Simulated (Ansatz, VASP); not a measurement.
Au in VASP and in Ansatz

Contents of INCAR:

```
SYSTEM = Au
ALGO = Fast
EDIFF = 1E-6
ENCUT = 520
GGA = PS
ISIF = 2
ISMEAR = 0
LASPH = .True.
LCHARG = .False.
LREAL = .False.
LWAVE = .False.
NBANDS = 12
NELM = 60
PREC = Accurate
SIGMA = 0.15
```

KPOINTS

```
k-points
0
Gamma
  20 20 20
  0 0 0
```

Contents of POSCAR:

```
Au
1.0
   -1.6158372750      1.6158372750      1.5744055500
    1.6158372750     -1.6158372750      1.5744055500
    1.6158372750      1.6158372750     -1.5744055500
Au
1
Direct
    0.0000000000      0.0000000000      0.0000000000
```

Input for Ansatz:

```yaml
crystal:
  lattice:
    - [-1.615837275, 1.615837275, 1.57440555]
    - [1.615837275, -1.615837275, 1.57440555]
    - [1.615837275, 1.615837275, -1.57440555]
  atoms:
    - { symbol: Au, position: [0.0, 0.0, 0.0] }
basis:
  ecutwfc: 420
kpoints:
  mp_grid: { grid: [20, 20, 20] }
hamiltonian:
  xc: pbesol
scf:
  occupations: { method: gaussian, width: 0.15 }
output:
  forces: true
  stress: true
  eigenvalues: true
  write_density: true
  write_potential: true
  elf: true
  volumetric_format: npy
```

Change from the starting cell: strain -0.025 along x and y, -0.050 along z, atoms carried along.

Alike in both runs: task single point; functional PBEsol; k mesh 20 × 20 × 20; occupations gaussian, width 0.15 eV; no spin polarisation.

|  | VASP | Ansatz |
| --- | --- | --- |
| version | VASP 6.6.1 | Ansatz 0.2.0 |
| potentials or method | VASP PAW PBE potentials, release 64 (Au), cutoff 520 eV | scalar-relativistic, plane waves, PAW |
| valence electrons in the cell | 11 | 19 |

VASP gave:

```
gap on the k mesh at the Fermi level (eV)                     : none
pressure (GPa)                                                : 6.7
traceless stress, the component that is largest in VASP (GPa) : -0.07
```

Problem. Which values does Ansatz return?

Solution. gap on the k mesh at the Fermi level (eV): none; pressure (GPa): 7.0; traceless stress, the component that is largest in VASP (GPa): -0.07.

VASP's potentials were made for PBE, not for PBEsol. A gap of «none» marks a metal or a gap that the smearing closes. VASP's potentials hold 11 valence electrons a cell and Ansatz's 19, so a difference there can come from the potentials and not from the codes.

Neither program's run includes spin-orbit coupling.
